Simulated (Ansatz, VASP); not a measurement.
# One calculation of BeTe, two programs

```
Be Te
1.0
     0.00000    2.80255    2.80255
     2.80255    0.00000    2.80255
     2.80255    2.80255    0.00000
Be Te
1 1
Direct
  0.00000 0.00000 0.00000
  0.25000 0.25000 0.25000
```

Alike in both runs: task single point; functional PBEsol; k mesh 8 × 8 × 8; no spin polarisation.

|  | VASP | Ansatz |
| --- | --- | --- |
| version | VASP 6.6.1 | Ansatz 0.2.0 |
| potentials or method | VASP PAW PBE potentials, release 64 (Be, Te), cutoff 600 eV | scalar-relativistic, plane waves, PAW |
| occupations | gaussian, width 0.01 eV | fixed |
| valence electrons in the cell | 8 | 18 |

```csv
,VASP,Ansatz,Ansatz less VASP
gap on the k mesh at the Fermi level (eV),1.82,1.84,+0.018
least direct gap on the mesh (eV),3.59,3.61,+0.021
```

VASP's potentials were made for PBE, not for PBEsol, and Ansatz warns of the same on its side. VASP's potentials hold 8 valence electrons a cell and Ansatz's 18, so a difference there can come from the potentials and not from the codes.

Spin-orbit coupling is off throughout.
